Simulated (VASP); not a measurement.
# MgO (P6_3/mmc) in VASP: further runs

MgO is run at these levels: PBE, LDA, r2SCAN, PBEsol; tasks: single point, relaxation of cell and atoms.

All numbers are computed with VASP 6.6.1; they aren't measurements. Logs are shortened: lines on timing, memory, paths and dates and some standing lists are left out, and cuts for length are marked.

### Step 1. The cell of the first run

The structure is hexagonal, space group P6_3/mmc (No. 194). Conventional cell: a = 2.923 Å, b = 2.923 Å, c = 5.092 Å, α = 90.00°, β = 90.00°, γ = 120.00°. Mg (site symmetry -3m) has 6 O at 2.11 Å and 2 Mg at 2.55 Å within 2.8 Å. O (site symmetry -6m2) has 6 Mg at 2.11 Å within 2.8 Å.

### Step 2. Single point, PBE

Input file INCAR:

```
  PREC = Accurate
  ENCUT = 520
  EDIFF = 1E-6
  ISMEAR = -1
  SIGMA = 0.02
  LREAL = F
  LASPH = T
  NELM = 60
  ALGO = Normal
  ISIF = 2
  LWAVE = F
  LCHARG = F
  GGA = PE
  NBANDS = 16
```

Input file KPOINTS:

```
regular mesh
0
Gamma
  12 12 6
```

Input file POSCAR:

```
MgO
1.0
    2.9230552965      0.0000000000      0.0000000000
   -1.4615276483      2.5314401435      0.0000000000
    0.0000000000      0.0000000000      5.0921016501
Mg O
2 2
Direct
    0.0000000000      0.0000000000      0.0000000000
    0.0000000000      0.0000000000      0.5000000000
    0.3333333333      0.6666666667      0.2500000000
    0.6666666667      0.3333333333      0.7500000000
```

Potentials or basis: VASP PAW PBE potentials, release 64 (Mg, O).

Run with:

```
cat potpaw_PBE.64/Mg/POTCAR potpaw_PBE.64/O/POTCAR > POTCAR
mpirun -np 1 vasp_std > vasp.out
```

OUTCAR:

```text
PREC = Accurate
   ENCUT = 520
   EDIFF = 1E-6
   ISMEAR = -1
   LREAL = F
   LASPH = T
   NELM = 60
   ISIF = 2
   GGA = PE

 ion  position               nearest neighbor table
   1  0.000  0.000  0.000-   3 2.11   4 2.11   4 2.11   3 2.11   4 2.11   3 2.11   2 2.55   2 2.55

   2  0.000  0.000  0.500-   3 2.11   4 2.11   4 2.11   3 2.11   4 2.11   3 2.11   1 2.55   1 2.55

   3  0.333  0.667  0.250-   1 2.11   2 2.11   1 2.11   2 2.11   1 2.11   2 2.11
   4  0.667  0.333  0.750-   1 2.11   2 2.11   1 2.11   2 2.11   1 2.11   2 2.11

  LATTYP: Found a hexagonal cell.
 ALAT       =     2.9230552965
 C/A-ratio  =     1.7420476637

  Lattice vectors:

 A1 = (   2.9230552965,   0.0000000000,   0.0000000000)
 A2 = (  -1.4615276483,   2.5314401435,   0.0000000000)
 A3 = (   0.0000000000,   0.0000000000,   5.0921016501)

Analysis of symmetry for initial positions (statically):
=====================================================================
 Subroutine PRICEL returns:
 Original cell was already a primitive cell.

 Routine SETGRP: Setting up the symmetry group for a
 hexagonal supercell.

 Subroutine GETGRP returns: Found 24 space group operations
 (whereof 12 operations were pure point group operations)
 out of a pool of 24 trial point group operations.

The static configuration has the point symmetry D_3d.
 The point group associated with its full space group is D_6h.

Analysis of symmetry for dynamics (positions and initial velocities):
=====================================================================
 Subroutine PRICEL returns:
 Original cell was already a primitive cell.

 Routine SETGRP: Setting up the symmetry group for a
 hexagonal supercell.

 Subroutine GETGRP returns: Found 24 space group operations
 (whereof 12 operations were pure point group operations)
 out of a pool of 24 trial point group operations.

The dynamic configuration has the point symmetry D_3d.
 The point group associated with its full space group is D_6h.

 Subroutine INISYM returns: Found 24 space group operations
 (whereof 12 operations are pure point group operations),
 and found     1 'primitive' translations

----------------------------------------------------------------------------------------

                                     Primitive cell

  volume of cell :      37.6792

  direct lattice vectors                    reciprocal lattice vectors
     2.923055296  0.000000000  0.000000000     0.342107794  0.197516027  0.000000000
    -1.461527648  2.531440143  0.000000000     0.000000000  0.395032054  0.000000000
     0.000000000  0.000000000  5.092101650     0.000000000  0.000000000  0.196382568

  length of vectors
     2.923055296  2.923055297  5.092101650     0.395032054  0.395032054  0.196382568

  position of ions in fractional coordinates (direct lattice)
     0.000000000  0.000000000  0.000000000
     0.000000000  0.000000000  0.500000000
     0.333333333  0.666666667  0.250000000
     0.666666667  0.333333333  0.750000000

  ion indices of the primitive-cell ions
   primitive index   ion index
                 1           1
                 2           2
                 3           3
                 4           4

----------------------------------------------------------------------------------------

 KPOINTS: regular mesh

Automatic generation of k-mesh.
 Grid dimensions read from file:
 generate k-points for:   12   12    6

 Generating k-lattice:

  Cartesian coordinates                     Fractional coordinates (reciprocal lattice)
     0.028508983  0.016459669  0.000000000     0.083333333  0.000000000  0.000000000
     0.000000000  0.032919338  0.000000000     0.000000000  0.083333333  0.000000000
     0.000000000  0.000000000  0.032730428     0.000000000  0.000000000  0.166666667

  Length of vectors
     0.032919338  0.032919338  0.032730428

  Shift w.r.t. Gamma in fractional coordinates (k-lattice)
     0.000000000  0.000000000  0.000000000

 Subroutine IBZKPT returns following result:
 ===========================================

 Found     76 irreducible k-points:

 Following reciprocal coordinates:
            Coordinates               Weight
  0.000000  0.000000  0.000000      1.000000
  0.083333  0.000000  0.000000      6.000000
  0.166667  0.000000  0.000000      6.000000
  0.250000  0.000000  0.000000      6.000000
  0.333333  0.000000  0.000000      6.000000
  0.416667  0.000000  0.000000      6.000000
[... 16 lines left out ...]
  0.250000  0.000000  0.166667     12.000000
  0.333333  0.000000  0.166667     12.000000
 [... further k-points ...]
   k-points           NKPTS =     76   k-points in BZ     NKDIM =     76   number of bands    NBANDS=     16
   number of dos      NEDOS =    301   number of ions     NIONS =      4
   total plane-waves  NPLWV =  23040
   dimension x,y,z NGX =    24 NGY =   24 NGZ =   40
   dimension x,y,z NGXF=    48 NGYF=   48 NGZF=   80
   ions per type =               2   2
[... 38 lines left out ...]
   LHFCALC =     F    Hartree Fock is set to
   AEXX    =    0.0000 exact exchange contribution
   IVDW    =     0    specifies the selected vdW correction
   LEPSILON=     F    determine dielectric tensor
   LRPA    =     F    only Hartree local field effects (RPA)
 non-spin polarized calculation
  energy-cutoff  :      520.00
  volume of cell :       37.68
 maximum number of plane-waves:      1039
 NGX is ok and might be reduce to    24
   NGX = 11   NGY = 11   NGZ = 19

 number of electron      15.9999995 magnetization

 Free energy of the ion-electron system (eV)
  ---------------------------------------------------
  ext. energy  EPLUGINS =         0.00000000
  ---------------------------------------------------
  free energy    TOTEN  =       -23.20412580 eV

  energy without entropy =      -23.20412580  energy(sigma->0) =      -23.20412580

 E-fermi :   3.7475     XC(G=0): -11.0249

 val. band max:        3.2976258173   @ k =   0.0000   0.0000   0.0000
 cond. band min:       7.7515951783   @ k =   0.0000   0.0000   0.0000
 fundamental gap:      4.4539693610
 Fermi energy:         3.7474857624

 k-point     1 :       0.0000    0.0000    0.0000
  band No.  band energies     occupation
      1     -14.0837      2.00000
      2     -12.9799      2.00000
      3      -1.6557      2.00000
      4       2.7772      2.00000
      5       2.7772      2.00000
      6       2.7913      2.00000
[... 8 lines left out ...]
     15      20.5995      0.00000
     16      20.5995      0.00000

 k-point     2 :       0.0833    0.0000    0.0000
  band No.  band energies     occupation
      1     -14.0146      2.00000
      2     -12.9456      2.00000
      3      -1.5524      2.00000
      4       2.4825      2.00000
      5       2.7241      2.00000
      6       2.7623      2.00000
[... 8 lines left out ...]
     15      20.4504      0.00000
     16      20.5540      0.00000

 k-point     3 :       0.1667    0.0000    0.0000
  band No.  band energies     occupation
      1     -13.8185      2.00000
      2     -12.8522      2.00000
      3      -1.2532      2.00000
      4       1.7036      2.00000
      5       2.0012      2.00000
      6       2.5831      2.00000
[... 8 lines left out ...]
     15      20.7182      0.00000
     16      20.8654      0.00000

 k-point     4 :       0.2500    0.0000    0.0000
  band No.  band energies     occupation
      1     -13.5278      2.00000
      2     -12.7265      2.00000
      3      -0.7911      2.00000
      4       0.6846      2.00000
      5       1.1379      2.00000
      6       2.3997      2.00000
[... 8 lines left out ...]
     15      20.3003      0.00000
     16      21.3669      0.00000
[... 324 lines left out ...]
 k-point    22 :       0.1667    0.0000    0.1667
  band No.  band energies     occupation
      1     -13.7611      2.00000
      2     -12.9259      2.00000
      3      -1.0674      2.00000
      4       1.6235      2.00000
      5       1.8591      2.00000
      6       2.6162      2.00000
[... 8 lines left out ...]
     15      20.5931      0.00000
     16      20.8089      0.00000

 k-point    23 :       0.2500    0.0000    0.1667
  band No.  band energies     occupation
      1     -13.4789      2.00000
      2     -12.7858      2.00000
      3      -0.6970      2.00000
      4       0.6820      2.00000
      5       1.1002      2.00000
      6       2.4326      2.00000
[... 8 lines left out ...]
     15      20.3439      0.00000
     16      21.3152      0.00000

 k-point    24 :       0.3333    0.0000    0.1667
  band No.  band energies     occupation
      1     -13.1608      2.00000
      2     -12.6532      2.00000
      3      -0.5289      2.00000
      4      -0.0214      2.00000
      5       0.5436      2.00000
      6       2.2346      2.00000
[... 8 lines left out ...]
     15      19.9964      0.00000
     16      21.7779      0.00000

 [... further k-points ...]

------------------------ aborting loop because EDIFF is reached ----------------------------------------

  FORCE on cell =-STRESS in cart. coord.  units (eV):
  Direction    XX          YY          ZZ          XY          YZ          ZX
  --------------------------------------------------------------------------------------
  -------------------------------------------------------------------------------------
  Total        1.1054536      1.1054536      1.3112875     -0.0000000      0.0000000      0.0000000
  in kB       47.0055728     47.0055728     55.7579432     -0.0000000      0.0000000      0.0000000
  external PRESSURE =      49.9230296 kB  Pullay stress =       0.0000000 kB

 VOLUME and BASIS-vectors are now :
 -----------------------------------------------------------------------------
  energy-cutoff  :      520.00
  volume of cell :       37.68
      direct lattice vectors                 reciprocal lattice vectors
     2.923055296  0.000000000  0.000000000     0.342107794  0.197516027  0.000000000
    -1.461527648  2.531440143  0.000000000     0.000000000  0.395032054  0.000000000
     0.000000000  0.000000000  5.092101650     0.000000000  0.000000000  0.196382568

 POSITION                                       TOTAL-FORCE (eV/Angst)
 -----------------------------------------------------------------------------------
      0.00000      0.00000      0.00000        -0.000000      0.000000      0.000000
      0.00000      0.00000      2.54605        -0.000000      0.000000      0.000000
     -0.00000      1.68763      1.27303         0.000000      0.000000     -0.000000
      1.46153      0.84381      3.81908         0.000000     -0.000000     -0.000000
 -----------------------------------------------------------------------------------
    total drift:                               -0.000000      0.000000     -0.000000

  FREE ENERGIE OF THE ION-ELECTRON SYSTEM (eV)
  ---------------------------------------------------
  free  energy   TOTEN  =       -23.2041257976 eV

  energy  without entropy=      -23.2041257976  energy(sigma->0) =      -23.20412580
```

Run time: 49 s. Hardware: 1 thread of Intel Xeon 8259CL, shared host; peak memory 0.18 GiB.

What came out:

| Quantity | Value |
| --- | --- |
| Free energy | -23.2041 eV |
| Pressure | 5.0 GPa |
| Band gap on the k mesh | 4.45 eV |

Stress tensor (GPa, compression positive):
```
4.70 0.00 0.00
0.00 4.70 0.00
0.00 0.00 5.58
```

Caveat: the cell stands under pressure. A k mesh can miss the band edges.

### Step 3. Single point, LDA

Input file INCAR:

```
SYSTEM = MgO
PREC = Accurate
ENCUT = 520
EDIFF = 1E-7
ISMEAR = 0
SIGMA = 0.01
LREAL = .FALSE.
LASPH = .TRUE.
NELM = 80
ALGO = Normal
ISIF = 2
LWAVE = .FALSE.
LCHARG = .FALSE.
GGA = CA
NBANDS = 16
```

Input file KPOINTS:

```
Automatic mesh
0
G
  12 12 6
  0 0 0
```

POSCAR is that of step 2.

Potentials or basis: VASP PAW LDA potentials, release 64 (Mg, O).

Run with:

```
cat potpaw_LDA.64/Mg/POTCAR potpaw_LDA.64/O/POTCAR > POTCAR
mpirun -np 1 vasp_std > vasp.out
```

Run time: 50 s. Hardware: 1 thread of Intel Xeon 8259CL, shared host; peak memory 0.17 GiB.

The run converged. Its results:

```
Free energy            : -26.2385 eV
Pressure               : -6.7 GPa
Band gap on the k mesh : 4.37 eV
```

Stress tensor (GPa, compression positive):
```
-6.62  0.00  0.00
 0.00 -6.62  0.00
 0.00  0.00 -6.86
```

Levels at points of the mesh, in eV from the valence-band top:
```
           k point  band 5  band 6  band 7  band 8  band 9  band 10  band 11  band 12
(0.00, 0.00, 0.00)   -0.53   -0.51    0.00    0.00    4.37     7.97    11.54    12.71
(0.50, 0.00, 0.00)   -2.71   -1.62   -1.26   -0.74    8.29     9.33    10.07    11.52
(0.00, 0.00, 0.50)   -0.27   -0.27   -0.27   -0.27    6.79     6.79    11.70    11.70
(0.50, 0.00, 0.50)   -1.57   -1.57   -1.01   -1.01    8.48     8.48    10.67    10.67
```

Caveat: the cell stands under tension. A k mesh can miss the band edges.

### Step 4. Single point, r2SCAN

POSCAR is that of step 3.

Input file INCAR.step1:

```
SYSTEM = MgO
PREC = Accurate
ENCUT = 520
ISMEAR = -1
SIGMA = 0.02
LREAL = .FALSE.
LASPH = .TRUE.
NELM = 60
NBANDS = 16
GGA = PE
ALGO = Normal
EDIFF = 1E-4
LWAVE = .TRUE.
LCHARG = .FALSE.
```

Input file INCAR.step2:

```
SYSTEM = MgO
PREC = Accurate
ENCUT = 520
EDIFF = 1E-6
ISMEAR = -1
SIGMA = 0.02
LREAL = .FALSE.
LASPH = .TRUE.
NELM = 60
ALGO = Normal
ISIF = 2
LWAVE = .FALSE.
LCHARG = .FALSE.
METAGGA = R2SCAN
LMIXTAU = .TRUE.
NBANDS = 16
ISTART = 1
```

Input file KPOINTS:

```
regular mesh
0
G
  12 12 4
  0 0 0
```

Potentials or basis: VASP PAW PBE potentials, release 64 (Mg, O).

Run with:

```
cat potpaw_PBE.64/Mg/POTCAR potpaw_PBE.64/O/POTCAR > POTCAR
cp INCAR.step1 INCAR
mpirun -np 1 vasp_std > vasp.out
cp INCAR.step2 INCAR
mpirun -np 1 vasp_std > vasp.out
```

It took 3.1 min on 1 thread of Intel Xeon 8259CL, shared host; peak memory 0.19 GiB.

It converged, with:

```yaml
Free_energy: -31.6852 eV
Pressure: -1.1 GPa
Band_gap_on_the_k_mesh: 5.31 eV
```

Levels at points of the mesh, in eV from the valence-band top:
| k point | band 5 | band 6 | band 7 | band 8 | band 9 | band 10 | band 11 | band 12 |
| --- | --- | --- | --- | --- | --- | --- | --- | --- |
| (0.00, 0.00, 0.00) | -0.54 | -0.52 | 0.00 | 0.00 | 5.31 | 9.05 | 12.92 | 14.01 |
| (0.50, 0.00, 0.00) | -2.68 | -1.60 | -1.26 | -0.75 | 9.38 | 10.55 | 11.38 | 12.85 |
| (0.00, 0.00, 0.50) | -0.27 | -0.27 | -0.27 | -0.27 | 7.80 | 7.80 | 12.97 | 12.97 |
| (0.50, 0.00, 0.50) | -1.56 | -1.56 | -1.01 | -1.01 | 9.64 | 9.64 | 11.89 | 11.89 |

Caveat: the PAW data sets were made with another functional, which shifts forces and pressure a little. A k mesh can miss the band edges.

### Step 5. Single point, r2SCAN

POSCAR is that of step 4.

Input file INCAR.step1:

```
  PREC = Accurate
  ENCUT = 520
  ISMEAR = 0
  SIGMA = 0.01
  LREAL = F
  LASPH = T
  NELM = 80
  NBANDS = 16
  GGA = PE
  ALGO = Normal
  EDIFF = 1E-4
  LWAVE = T
  LCHARG = F
```

Input file INCAR.step2:

```
  PREC = Accurate
  ENCUT = 520
  EDIFF = 1E-6
  ISMEAR = 0
  SIGMA = 0.01
  LREAL = F
  LASPH = T
  NELM = 80
  ALGO = Normal
  ISIF = 2
  LWAVE = F
  LCHARG = F
  METAGGA = R2SCAN
  LMIXTAU = T
  NBANDS = 16
  ISTART = 1
```

Input file KPOINTS:

```
Automatic mesh
0
Gamma
  12 12 6
```

Run with:

```
cat potpaw_PBE.64/Mg/POTCAR potpaw_PBE.64/O/POTCAR > POTCAR
cp INCAR.step1 INCAR
mpirun -np 1 vasp_std > vasp.out
cp INCAR.step2 INCAR
mpirun -np 1 vasp_std > vasp.out
```

Run time: 3.4 min. Hardware: 1 thread of Intel Xeon 8259CL, shared host; peak memory 0.2 GiB.

The run converged. Its results:

| Item | Value |
| --- | --- |
| Free energy | -31.6853 eV |
| Pressure | -1.1 GPa |
| Band gap on the k mesh | 5.31 eV |

Levels at points of the mesh, in eV from the valence-band top:
```
           k point  band 4  band 5  band 6  band 7  band 8  band 9  band 10  band 11  band 12  band 13
(0.00, 0.00, 0.00)   -0.54   -0.54   -0.52    0.00    0.00    5.31     9.05    12.92    14.01    18.10
(0.50, 0.00, 0.00)   -3.56   -2.68   -1.60   -1.26   -0.75    9.38    10.55    11.38    12.85    13.33
(0.00, 0.00, 0.50)   -3.08   -0.27   -0.27   -0.27   -0.27    7.80     7.80    12.97    12.97    17.70
(0.50, 0.00, 0.50)   -4.40   -1.56   -1.56   -1.01   -1.01    9.64     9.64    11.89    11.89    14.15
```

Caveat: the PAW data sets were made with another functional, which shifts forces and pressure a little.

### Step 6. Relaxation of cell and atoms, PBEsol

This run uses another cell than the first one, of 9.77 Å³/atom.

Input file INCAR:

```
PREC = Accurate ; ENCUT = 600
EDIFF = 1E-6 ; ISMEAR = -1
SIGMA = 0.02 ; LREAL = F
LASPH = T ; NELM = 100
ALGO = Normal ; ISIF = 3
LWAVE = F ; LCHARG = F
GGA = PS ; IBRION = 2
NSW = 80 ; EDIFFG = -0.005
```

Input file KPOINTS:

```
Automatic mesh
0
Gamma
  12 12 4
```

Input file POSCAR:

```
MgO
1.0
    2.9580674115      0.0000000000      0.0000000000
   -1.4790337058      2.5617615245      0.0000000000
    0.0000000000      0.0000000000      5.1566988608
Mg O
2 2
Direct
    0.0000000000      0.0000000000      0.0000000000
    0.0000000000      0.0000000000      0.5000000000
    0.3333333333      0.6666666667      0.2500000000
    0.6666666667      0.3333333333      0.7500000000
```

Potentials or basis: VASP PAW PBE potentials, release 64 (Mg, O).

Run with:

```
cat potpaw_PBE.64/Mg/POTCAR potpaw_PBE.64/O/POTCAR > POTCAR
mpirun -np 1 vasp_std > vasp.out
```

Wall time 92 s (1 thread of Intel Xeon 8259CL, shared host); peak memory 0.19 GiB.

It converged, with:

* Free energy: -24.4199 eV
* Relaxed volume: 9.46 Å³/atom
* Relaxed cell: a = 2.924 Å, b = 2.924 Å, c = 5.106 Å, α = 90.00°, β = 90.00°, γ = 120.00°
* Space group after relaxing (to 0.1 Å): P6_3/mmc (No. 194)
* Energy gained by relaxing: 4.8 meV/atom
* Ionic steps: 5
* Pressure after relaxing: 0.0 GPa
* Band gap on the k mesh: 4.31 eV

Step by step:
```csv
step,energy change (eV),largest force (eV/Å),pressure (GPa),volume (Å³)
1,0.0000,0.0000,-4.75,39.08
2,-0.0174,0.0000,1.52,37.46
3,-0.0191,0.0000,0.00,37.82
4,-0.0191,0.0000,0.00,37.82
5,-0.0191,0.0000,0.00,37.82
```

Final structure:
```
CELL_PARAMETERS angstrom
2.92448 0.00000 0.00000
-1.46224 2.53268 0.00000
0.00000 0.00000 5.10619
ATOMIC_POSITIONS crystal
Mg 0.00000 0.00000 0.00000
Mg 0.00000 0.00000 0.50000
O 0.33333 0.66667 0.25000
O 0.66667 0.33333 0.75000
```

Levels at points of the mesh, in eV from the valence-band top:
| k point | band 5 | band 6 | band 7 | band 8 | band 9 | band 10 | band 11 | band 12 |
| --- | --- | --- | --- | --- | --- | --- | --- | --- |
| (0.00, 0.00, 0.00) | -0.52 | -0.52 | 0.00 | 0.00 | 4.31 | 7.96 | 11.58 | 12.77 |
| (0.50, 0.00, 0.00) | -2.70 | -1.62 | -1.25 | -0.73 | 8.28 | 9.40 | 10.16 | 11.58 |
| (0.00, 0.00, 0.50) | -0.27 | -0.27 | -0.27 | -0.27 | 6.76 | 6.76 | 11.74 | 11.74 |
| (0.50, 0.00, 0.50) | -1.57 | -1.57 | -1.00 | -1.00 | 8.52 | 8.52 | 10.70 | 10.70 |

Caveat: the PAW data sets were made with another functional, which shifts forces and pressure a little. A k mesh can miss the band edges.

### Step 7. The runs side by side

| task | level | potentials or basis | cell | k mesh | cutoff (eV) | smearing | gap on the mesh (eV) | pressure (GPa) |
| --- | --- | --- | --- | --- | --- | --- | --- | --- |
| single point | PBE | VASP PAW PBE potentials, release 64 (Mg, O) | a = 2.923, b = 2.923, c = 5.092 Å, angles 90.0, 90.0, 120.0°, 4 atoms | 12 × 12 × 6 | 520 | fermi-dirac 0.02 eV | 4.45 | 5.0 |
| single point | LDA | VASP PAW LDA potentials, release 64 (Mg, O) | a = 2.923, b = 2.923, c = 5.092 Å, angles 90.0, 90.0, 120.0°, 4 atoms | 12 × 12 × 6 | 520 | gaussian 0.01 eV | 4.37 | -6.7 |
| single point | r2SCAN | VASP PAW PBE potentials, release 64 (Mg, O) | a = 2.923, b = 2.923, c = 5.092 Å, angles 90.0, 90.0, 120.0°, 4 atoms | 12 × 12 × 4 | 520 | fermi-dirac 0.02 eV | 5.31 | -1.1 |
| single point | r2SCAN | VASP PAW PBE potentials, release 64 (Mg, O) | a = 2.923, b = 2.923, c = 5.092 Å, angles 90.0, 90.0, 120.0°, 4 atoms | 12 × 12 × 6 | 520 | gaussian 0.01 eV | 5.31 | -1.1 |
| relaxation of cell and atoms | PBEsol | VASP PAW PBE potentials, release 64 (Mg, O) | relaxed from a = 2.958, b = 2.958, c = 5.157 Å, angles 90.0, 90.0, 120.0°, 4 atoms | 12 × 12 × 4 | 600 | fermi-dirac 0.02 eV | 4.31 | 0.0 |

Alike in all rows: no spin polarisation.

Caveats: the PAW data sets were made with another functional, which shifts forces and pressure a little (at least some runs); the cell stands under pressure (at least some runs); the cell stands under tension (at least some runs).

Total energies depend on the potentials used, so only differences within one code and one set of settings carry meaning.
